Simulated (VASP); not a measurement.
A run of VASP 6.6.1 is set up as follows.

Contents of INCAR:

```
PREC = Accurate ; ENCUT = 600
EDIFF = 1E-6 ; ISMEAR = 0
SIGMA = 0.1 ; LREAL = False
LASPH = True ; NELM = 100
ALGO = Normal ; ISIF = 3
LWAVE = False ; LCHARG = False
GGA = PE ; IBRION = 2
NSW = 100 ; EDIFFG = -0.01
```

KPOINTS

```
Automatic mesh
0
Gamma
  12 12 4
```

POSCAR

```
Al3C2
1.0
    3.0310211254      0.0000000000      0.0000000000
   -1.5155105627      2.6249412940      0.0000000000
    0.0000000000      0.0000000000     14.6881884543
Al C
6 4
Direct
    0.3333333333      0.6666666667      0.9176779043
    0.6666666667      0.3333333333      0.4176779043
    0.3333333333      0.6666666667      0.5823220957
    0.6666666667      0.3333333333      0.0823220957
    0.3333333333      0.6666666667      0.7500000000
    0.6666666667      0.3333333333      0.2500000000
    0.3333333333      0.6666666667      0.1584725869
    0.6666666667      0.3333333333      0.6584725869
    0.3333333333      0.6666666667      0.3415274131
    0.6666666667      0.3333333333      0.8415274131
```

Potentials or basis: VASP PAW PBE potentials, release 64 (Al, C).

Launch:

```sh
$ cat potpaw_PBE.64/Al/POTCAR potpaw_PBE.64/C/POTCAR > POTCAR
$ mpirun -np 1 vasp_std > vasp.out
```

(1) Estimate the relaxed cell.

(2) What does it give for the relaxed volume?

(3) Predict the space group after relaxing (to 0.1 Å).

(4) Estimate the band gap on the k mesh.

## Answers

(1) a = 3.061 Å, b = 3.061 Å, c = 14.447 Å, α = 90.00°, β = 90.00°, γ = 120.00°.

(2) 11.72 Å³/atom.

(3) P6_3/mmc (No. 194).

(4) zero (bands 17 and 18 overlap by 1.61 eV).
